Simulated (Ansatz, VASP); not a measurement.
# BiTe in VASP and in Ansatz

INCAR

```
  PREC = Accurate
  ENCUT = 520
  EDIFF = 1E-6
  ISMEAR = -1
  SIGMA = 0.08
  LREAL = False
  LASPH = True
  NELM = 100
  ALGO = Normal
  ISIF = 2
  LWAVE = False
  LCHARG = False
  GGA = CA
  NBANDS = 18
```

File KPOINTS:

```
regular mesh
0
Gamma
  10 10 10
```

File POSCAR:

```
BiTe
1.0
    0.0000000000      3.2564244654      3.2564244654
    3.2564244654      0.0000000000      3.2564244654
    3.2564244654      3.2564244654      0.0000000000
Bi Te
1 1
Direct
    0.0000000000      0.0000000000      0.0000000000
    0.5000000000      0.5000000000      0.5000000000
```

Input for Ansatz:

```yaml
crystal:
  lattice:
    - [0.0, 3.2564244654, 3.2564244654]
    - [3.2564244654, 0.0, 3.2564244654]
    - [3.2564244654, 3.2564244654, 0.0]
  atoms:
    - { symbol: Bi, position: [0.0, 0.0, 0.0] }
    - { symbol: Te, position: [0.5, 0.5, 0.5] }
kpoints:
  mp_grid: { grid: [10, 10, 10] }
  band_path:
    path:
      - [0.0, 0.0, 0.0]
      - [0.5, 0.0, 0.5]
      - [0.625, 0.25, 0.625]
      - [0.375, 0.375, 0.75]
      - [0.0, 0.0, 0.0]
      - [0.5, 0.5, 0.5]
      - [0.5, 0.25, 0.75]
      - [0.5, 0.0, 0.5]
    npoints: 5
scf:
  occupations: { method: fermi_dirac, width: 0.08 }
hamiltonian:
  xc: lda
  pseudopotentials: { kind: all_electron, lapw: { basis_error: 0.0005 } }
output:
  forces: true
  stress: true
  eigenvalues: true
```

Change from the starting cell: volume scaled by 1.02.

Alike in both runs: task single point; functional LDA; k mesh 10 × 10 × 10; occupations fermi-dirac, width 0.08 eV; no spin polarisation.

|  | VASP | Ansatz |
| --- | --- | --- |
| version | VASP 6.6.1 | Ansatz 0.2.0 |
| potentials or method | VASP PAW LDA potentials, release 64 (Bi_d, Te), cutoff 520 eV | all-electron LAPW, scalar-relativistic |

```csv
,VASP,Ansatz,Ansatz less VASP
pressure (GPa),-3.6,-3.6,-0.01
```

LDA's correlation is that of Perdew and Zunger in VASP and of Perdew and Wang (1992) in Ansatz. Ansatz ran all-electron here, and VASP with PAW potentials.

Spin-orbit coupling is off throughout.
